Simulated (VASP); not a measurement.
Here is a VASP 6.6.1 calculation.

The input INCAR:

```
SYSTEM = Ti
PREC = Accurate
ENCUT = 600
EDIFF = 1E-6
ISMEAR = -1
SIGMA = 0.1
LREAL = .FALSE.
LASPH = .TRUE.
NELM = 80
ALGO = Normal
ISIF = 3
LWAVE = .FALSE.
LCHARG = .FALSE.
IBRION = 2
NSW = 32
EDIFFG = -0.005
PSTRESS = 1400.0
```

KPOINTS

```
regular mesh
0
G
  10 10 13
  0 0 0
```

File POSCAR:

```
Ti
1.0
    3.7900598105      0.0000000000      0.0000000000
   -1.8950299052      3.2822880777      0.0000000000
    0.0000000000      0.0000000000      2.3339407229
Ti
3
Direct
    0.0000000000      0.0000000000      0.0000000000
    0.3333333333      0.6666666667      0.5000000000
    0.6666666667      0.3333333333      0.5000000000
```

Potentials or basis: VASP PAW LDA potentials, release 64 (Ti_sv).

Run with:

```console
$ cat potpaw_LDA.64/Ti_sv/POTCAR > POTCAR
$ mpirun -np 1 vasp_std > vasp.out
```

Question: What does it give for the space group after relaxing (to 0.05 Å)?

Answer: P6/mmm (No. 191).

Question: Predict the relaxed volume.

Answer: 9.68 Å³/atom.

Question: Predict the band gap on the k mesh.

Answer: Zero (band 18 reaches 16.21 eV, above the bottom of band 19 at 15.03 eV).

Question: What does it give for the relaxed cell?

Answer: a = 3.792 Å, b = 3.792 Å, c = 2.332 Å, α = 90.00°, β = 90.00°, γ = 120.00°.

Final structure:
```xyz
3
Lattice="3.7917 0.0000 0.0000 -1.8958 3.2837 0.0000 0.0000 0.0000 2.3322" Properties=species:S:1:pos:R:3 pbc="T T T"
Ti   -1.8958    3.2837    2.3322
Ti    0.0000    2.1891    1.1661
Ti    1.8958    1.0946    1.1661
```

Caveat: the cell is relaxed towards a set pressure, so the enthalpy falls and the energy may rise.
